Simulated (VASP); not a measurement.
Set up this calculation in VASP 6.6.1, as the native input.

* Task: single point
* Functional: PBE
* Potentials or basis: VASP PAW PBE potentials, release 64 (Ti_sv, B)
* Cutoff: 520 eV
* k mesh: 16 × 16 × 16
* Occupations: gaussian, width 0.1 eV
* Spin: no spin polarisation
* Dipole correction: no
* Further INCAR settings: ALGO = Normal; EDIFF = 1e-06; NBANDS = 16

The structure of TiB2 lies in POSCAR:

```
TiB2
1.0
    0.0000000000      2.5484390797      2.5484390797
    2.5484390797      0.0000000000      2.5484390797
    2.5484390797      2.5484390797      0.0000000000
Ti B
1 2
Direct
    0.5000000000      0.5000000000      0.5000000000
    0.2500000000      0.2500000000      0.2500000000
    0.7500000000      0.7500000000      0.7500000000
```

One way to write it, as run:

INCAR

```
SYSTEM = TiB2
  ALGO = Normal
  EDIFF = 1E-6
  ENCUT = 520
  GGA = PE
  ISIF = 2
  ISMEAR = 0
  LASPH = .True.
  LCHARG = .False.
  LREAL = .False.
  LWAVE = .False.
  NBANDS = 16
  NELM = 60
  PREC = Accurate
  SIGMA = 0.1
```

KPOINTS

```
k-points
0
Gamma
  16 16 16
  0 0 0
```

Potentials or basis: VASP PAW PBE potentials, release 64 (Ti_sv, B).

The run is started by

```bash
$ cat potpaw_PBE.64/Ti_sv/POTCAR potpaw_PBE.64/B/POTCAR > POTCAR
$ mpirun -np 1 vasp_std > vasp.out
```

It gave:

The pressure is -0.1 GPa and the band gap on the k mesh is zero (band 9 reaches 7.81 eV, above the bottom of band 10 at 5.96 eV).

Wall time 37 s on 1 thread of Intel(R) Xeon(R) 6975P-C (Granite Rapids) (shared host), peak memory 0.2 GiB.
